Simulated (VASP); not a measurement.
Write the native input for VASP 6.6.1 that does the following.

| Property | Result |
| --- | --- |
| Task | relaxation of cell and atoms |
| Functional | PBE |
| Potentials or basis | VASP PAW PBE potentials, release 64 (Sn_d, Ge_d, Te) |
| Cutoff | 600 eV |
| k mesh | 12 × 12 × 4 |
| Occupations | gaussian, width 0.02 eV |
| Spin | no spin polarisation |
| Dipole correction | no |
| Further INCAR settings | ALGO = Normal; EDIFF = 1e-06; IBRION = 2; EDIFFG = -0.01; NSW = 100; ISIF = 3 |

The structure of SnGe2Te3 lies in POSCAR:

```
SnGe2Te3
1.0
    4.3176304856     -0.0000000289      0.0000000000
   -2.1588152178      3.7391776991      0.0000000000
    0.0000000000      0.0000000000     11.1115785523
Sn Ge Te
1 2 3
Direct
    0.3333333333      0.6666666667      0.3376984794
    0.0000000000      0.0000000000      0.9964277149
    0.6666666667      0.3333333333      0.6782762616
    0.0000000000      0.0000000000      0.4906603355
    0.6666666667      0.3333333333      0.1260046942
    0.3333333333      0.6666666667      0.8079325144
```

These files were run (other wordings do the same):

INCAR

```
SYSTEM = SnGe2Te3
PREC     = Accurate       ! precision mode
ENCUT    = 600            ! plane-wave cutoff, eV
EDIFF    = 1E-6           ! SCF threshold, eV
ISMEAR   = 0              ! smearing method
SIGMA    = 0.02           ! smearing width, eV
LREAL    = .FALSE.        ! projectors in reciprocal space
LASPH    = .TRUE.         ! aspherical terms in the spheres
NELM     = 80             ! most SCF steps
ALGO     = Normal         ! electronic algorithm
ISIF     = 3              ! what is computed and relaxed
LWAVE    = .FALSE.        ! write WAVECAR
LCHARG   = .FALSE.        ! write CHGCAR
GGA      = PE             ! functional
IBRION   = 2              ! ionic algorithm
NSW      = 100            ! ionic steps
EDIFFG   = -0.01          ! ionic threshold
KPAR     = 4
```

KPOINTS

```
regular mesh
0
G
  12 12 4
  0 0 0
```

Potentials or basis: VASP PAW PBE potentials, release 64 (Sn_d, Ge_d, Te).

Launch:

```console
$ cat potpaw_PBE.64/Sn_d/POTCAR potpaw_PBE.64/Ge_d/POTCAR potpaw_PBE.64/Te/POTCAR > POTCAR
$ mpirun -np 4 vasp_std > vasp.out
```

It gave:

* Relaxed volume: 29.72 Å³/atom
* Relaxed cell: a = 4.320 Å, b = 4.320 Å, c = 11.035 Å, α = 90.00°, β = 90.00°, γ = 120.00°
* Space group after relaxing (to 0.1 Å): P3m1 (No. 156)
* Energy gained by relaxing: 0.4 meV/atom
* Ionic steps: 9
* Pressure after relaxing: 0.0 GPa
* Largest force after relaxing: 0.005 eV/Å
* Band gap on the k mesh: 0.52 eV (least direct gap 0.62 eV)

Caveat: spin-orbit coupling is left out, which moves the levels of the heavy elements.

Wall time 8.4 min on 4 MPI ranks on Intel(R) Xeon(R) Platinum 8488C (Sapphire Rapids), on a shared host, peak memory 0.73 GiB a rank.
